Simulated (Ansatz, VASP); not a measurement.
# Two plane-wave programs on GaP

```
Ga P
1.0
     0.00000    2.75298    2.75298
     2.75298    0.00000    2.75298
     2.75298    2.75298    0.00000
Ga P
1 1
Cartesian
  0.0000 0.0000 0.0000
  1.3765 1.3765 1.3765
```

Alike in both runs: functional PBE; k mesh 8 × 8 × 8; occupations gaussian, width 0.02 eV; no spin polarisation.

Ansatz relaxed the structure, and its values are those at the end. VASP's run is a single point on that final structure, the one shown.

|  | VASP | Ansatz |
| --- | --- | --- |
| version | VASP 6.6.1 | Ansatz 0.2.0 |
| potentials or method | VASP PAW PBE potentials, release 64 (Ga_d, P), cutoff 500 eV | scalar-relativistic, plane waves, PAW |
| valence electrons in the cell | 18 | 18 |

|  | VASP | Ansatz | Ansatz less VASP |
| --- | --- | --- | --- |
| gap on the k mesh at the Fermi level (eV) | 1.58 | 1.58 | +0.003 |
| least direct gap on the mesh (eV) | 1.58 | 1.58 | +0.003 |
| pressure (GPa) | -0.1 | 0.0 | +0.08 |
